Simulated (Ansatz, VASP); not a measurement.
# MgS: VASP beside Ansatz

INCAR

```
SYSTEM = MgS
PREC     = Accurate       ! precision mode
ENCUT    = 840            ! plane-wave cutoff, eV
EDIFF    = 1E-6           ! SCF threshold, eV
ISMEAR   = -1             ! smearing method
SIGMA    = 0.02           ! smearing width, eV
LREAL    = .False.        ! projectors in reciprocal space
LASPH    = .True.         ! aspherical terms in the spheres
NELM     = 120            ! most SCF steps
ALGO     = Normal         ! electronic algorithm
ISIF     = 2              ! what is computed and relaxed
LWAVE    = .False.        ! write WAVECAR
LCHARG   = .False.        ! write CHGCAR
GGA      = PE             ! functional
NBANDS   = 15             ! bands
GGA_COMPAT= .False.
```

The input KPOINTS:

```
regular mesh
0
Gamma
  8 8 8
  0 0 0
```

The input POSCAR:

```
MgS
1.0
    0.0000000000      2.9441119149      2.9441119149
    2.9441119149      0.0000000000      2.9441119149
    2.9441119149      2.9441119149      0.0000000000
Mg S
1 1
Direct
    0.0000000000      0.0000000000      0.0000000000
    0.2500000000      0.2500000000      0.2500000000
```

Input for Ansatz:

```yaml
crystal:
  lattice:
    - [0.0, 2.9441119149, 2.9441119149]
    - [2.9441119149, 0.0, 2.9441119149]
    - [2.9441119149, 2.9441119149, 0.0]
  atoms:
    - { symbol: Mg, position: [0.0, 0.0, 0.0] }
    - { symbol: S, position: [0.25, 0.25, 0.25] }
kpoints:
  mp_grid: { grid: [8, 8, 8] }
  band_path:
    path:
      - [0.0, 0.0, 0.0]
      - [-0.5, -0.5, 0.0]
      - [-0.375, -0.375, 0.25]
      - [-0.375, 0.0, 0.375]
      - [0.0, 0.0, 0.5]
      - [-0.5, -0.25, 0.25]
    npoints: 1
hamiltonian:
  xc: pbe
scf:
  occupations: { method: fermi_dirac, width: 0.02 }
  n_extra_bands: 4
output:
  forces: true
  stress: true
  eigenvalues: true
  write_density: true
  write_potential: true
  elf: true
  volumetric_format: npy
```

Change from the starting cell: hydrostatic strain +4.0%.

Alike in both runs: task single point; functional PBE; k mesh 8 × 8 × 8; occupations fermi-dirac, width 0.02 eV; no spin polarisation.

|  | VASP | Ansatz |
| --- | --- | --- |
| version | VASP 6.6.1 | Ansatz 0.2.0 |
| potentials or method | VASP PAW PBE potentials, release 64 (Mg_sv, S) | plane waves, PAW |
| plane-wave cutoff (eV) | 840 | 420 |
| valence electrons in the cell | 16 | 16 |

Ansatz gave:

```
gap on the k mesh at the Fermi level (eV) : 2.91
pressure (GPa)                            : -4.5
```

Question: Estimate VASP's values.

Answer: gap on the k mesh at the Fermi level (eV): 2.91; pressure (GPa): -4.6.
